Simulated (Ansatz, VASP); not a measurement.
**Ba: VASP beside Ansatz**

```xyz
1
Lattice="-1.0927 2.5618 2.5618 2.5618 -1.0927 2.5618 2.5618 2.5618 -1.0927" Properties=species:S:1:pos:R:3 pbc="T T T"
Ba    0.0000    0.0000    0.0000
```

Alike in both runs: task single point; functional PBEsol; k mesh 14 × 14 × 14; occupations gaussian, width 0.15 eV; no spin polarisation.

|  | VASP | Ansatz |
| --- | --- | --- |
| version | VASP 6.6.1 | Ansatz 0.2.0 |
| potentials or method | VASP PAW PBE potentials, release 64 (Ba_sv), cutoff 520 eV | scalar-relativistic, plane waves, PAW |
| valence electrons in the cell | 10 | 10 |

Ansatz gave:

```
gap on the k mesh at the Fermi level (eV)                     : none
pressure (GPa)                                                : 0.3
traceless stress, the component that is largest in VASP (GPa) : 0.28
```

Question: What did VASP give for the same quantities?

Answer: gap on the k mesh at the Fermi level (eV): none; pressure (GPa): 0.6; traceless stress, the component that is largest in VASP (GPa): 0.29.

VASP's potentials were made for PBE, not for PBEsol. A gap of «none» marks a metal or a gap that the smearing closes.

Neither program's run includes spin-orbit coupling.
